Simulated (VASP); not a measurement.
A run of VASP 6.6.1 is set up as follows.

The input POSCAR:

```
MoS2
1.0
    3.1922379100      0.0000000000      0.0000000000
   -1.5961189600      2.7645591300      0.0000000000
    0.0000000000      0.0000000000     13.3782940000
Mo S
2 4
Direct
    0.6666666700      0.3333333300      0.2500000000
    0.3333333300      0.6666666700      0.7500000000
    0.6666666700      0.3333333300      0.6330820000
    0.3333333300      0.6666666700      0.3669180000
    0.6666666700      0.3333333300      0.8669180000
    0.3333333300      0.6666666700      0.1330820000
```

Contents of INCAR.step1:

```
SYSTEM = MoS2
PREC = Accurate
ENCUT = 520
ISMEAR = 0
SIGMA = 0.1
LREAL = .False.
LASPH = .True.
NELM = 60
NBANDS = 35
GGA = PE
ALGO = Normal
EDIFF = 1E-4
LWAVE = .True.
LCHARG = .False.
```

INCAR.step2

```
SYSTEM = MoS2
PREC = Accurate
ENCUT = 520
EDIFF = 1E-6
ISMEAR = 0
SIGMA = 0.1
LREAL = .False.
LASPH = .True.
NELM = 60
ALGO = Normal
ISIF = 2
LWAVE = .False.
LCHARG = .True.
METAGGA = R2SCAN
LMIXTAU = .True.
LUSE_VDW = .True.
IVDW_NL = 2
BPARAM = 11.95
CPARAM = 0.0093
LELF = .True.
LVHAR = .True.
NBANDS = 35
ISTART = 1
```

KPOINTS

```
regular mesh
0
Gamma
  6 6 2
  0 0 0
```

Potentials or basis: VASP PAW PBE potentials, release 64 (Mo_sv, S).

The run is started by

```console
$ cat potpaw_PBE.64/Mo_sv/POTCAR potpaw_PBE.64/S/POTCAR > POTCAR
$ cp INCAR.step1 INCAR
$ mpirun -np 1 vasp_std > vasp.out
$ cp INCAR.step2 INCAR
$ mpirun -np 1 vasp_std > vasp.out
```

Q: What does it give for the pressure?

A: -2.7 GPa.

Q: Predict the largest force.

A: 0.186 eV/Å.

Stress tensor (GPa, compression positive):
```
-2.32  0.00  0.00
 0.00 -2.32  0.00
 0.00  0.00 -3.34
```

Caveat: the PAW data sets were made with another functional, which shifts forces and pressure a little.
